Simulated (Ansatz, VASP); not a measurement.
## One calculation of Ni7Ge4, two programs

Contents of POSCAR:

```
Ni7Ge4
1.0
    3.9358401748      0.0000000000      0.0000000000
   -1.9679200874      3.4085375766      0.0000000000
    0.0000000000      0.0000000000      9.9215548300
Ni Ge
7 4
Direct
    0.0000000000      0.0000000000      0.3731342300
    0.0000000000      0.0000000000      0.8787566800
    0.0000000000      0.0000000000      0.1212433200
    0.0000000000      0.0000000000      0.6268657700
    0.6666666700      0.3333333300      0.5000000000
    0.3333333300      0.6666666700      0.2449346400
    0.3333333300      0.6666666700      0.7550653600
    0.6666666700      0.3333333300      0.2435841600
    0.6666666700      0.3333333300      0.7564158400
    0.3333333300      0.6666666700      0.0000000000
    0.3333333300      0.6666666700      0.5000000000
```

The input INCAR.step1:

```
SYSTEM = Ni7Ge4
  ALGO = Normal
  EDIFF = 1E-4
  ENCUT = 520
  GGA = PE
  ISMEAR = 0
  LASPH = .TRUE.
  LCHARG = .FALSE.
  LREAL = .FALSE.
  LWAVE = .TRUE.
  NBANDS = 74
  NELM = 100
  PREC = Accurate
  SIGMA = 0.05
```

File INCAR.step2:

```
SYSTEM = Ni7Ge4
  ALGO = Normal
  EDIFF = 1E-7
  ENCUT = 520
  ISIF = 2
  ISMEAR = 0
  ISTART = 1
  LASPH = .TRUE.
  LCHARG = .FALSE.
  LMIXTAU = .TRUE.
  LREAL = .FALSE.
  LWAVE = .FALSE.
  METAGGA = R2SCAN
  NBANDS = 74
  NELM = 100
  PREC = Accurate
  SIGMA = 0.05
```

The input KPOINTS:

```
k-points
0
G
  12 12 4
  0 0 0
```

Input for Ansatz:

```yaml
crystal:
  lattice:
    - [3.9358401748, 0.0, 0.0]
    - [-1.9679200874, 3.4085375766, 0.0]
    - [0.0, 0.0, 9.92155483]
  atoms:
    - { symbol: Ni, position: [0.0, 0.0, 0.37313423] }
    - { symbol: Ni, position: [0.0, 0.0, 0.87875668] }
    - { symbol: Ni, position: [0.0, 0.0, 0.12124332] }
    - { symbol: Ni, position: [0.0, 0.0, 0.62686577] }
    - { symbol: Ni, position: [0.66666667, 0.33333333, 0.5] }
    - { symbol: Ni, position: [0.33333333, 0.66666667, 0.24493464] }
    - { symbol: Ni, position: [0.33333333, 0.66666667, 0.75506536] }
    - { symbol: Ge, position: [0.66666667, 0.33333333, 0.24358416] }
    - { symbol: Ge, position: [0.66666667, 0.33333333, 0.75641584] }
    - { symbol: Ge, position: [0.33333333, 0.66666667, 0.0] }
    - { symbol: Ge, position: [0.33333333, 0.66666667, 0.5] }
basis:
  ecutwfc: 500
  fft_grid_basis: typed
kpoints:
  mp_grid: { grid: [12, 12, 4] }
hamiltonian:
  xc: r2scan
scf:
  occupations: { method: gaussian, width: 0.05 }
output:
  forces: true
  stress: true
  eigenvalues: true
  bader: true
  write_density: true
  volumetric_format: npy
```

Alike in both runs: task single point; functional r2SCAN; k mesh 12 × 12 × 4; occupations gaussian, width 0.05 eV; no spin polarisation.

|  | VASP | Ansatz |
| --- | --- | --- |
| version | VASP 6.6.1 | Ansatz 0.2.0 |
| potentials or method | VASP PAW PBE potentials, release 64 (Ni, Ge_d), cutoff 520 eV | scalar-relativistic, plane waves, PAW |
| valence electrons in the cell | 126 | 182 |

|  | VASP | Ansatz | Ansatz less VASP |
| --- | --- | --- | --- |
| gap on the k mesh at the Fermi level (eV) | none | none | - |
| pressure (GPa) | 0.3 | 0.2 | -0.17 |
| traceless stress, the component that is largest in VASP (GPa) | 0.06 | 0.09 | +0.033 |
| rms of the force components (eV/Å) | 0.013 | 0.010 | -0.0027 |

VASP's potentials were made for PBE, not for r2SCAN. Atom by atom the forces differ by 0.004 eV/Å (rms over components). A gap of «none» marks a metal or a gap that the smearing closes. With one functional, cell and mesh, what is left measures potentials, basis and numerics. VASP's potentials hold 126 valence electrons a cell and Ansatz's 182, so a difference there can come from the potentials and not from the codes.
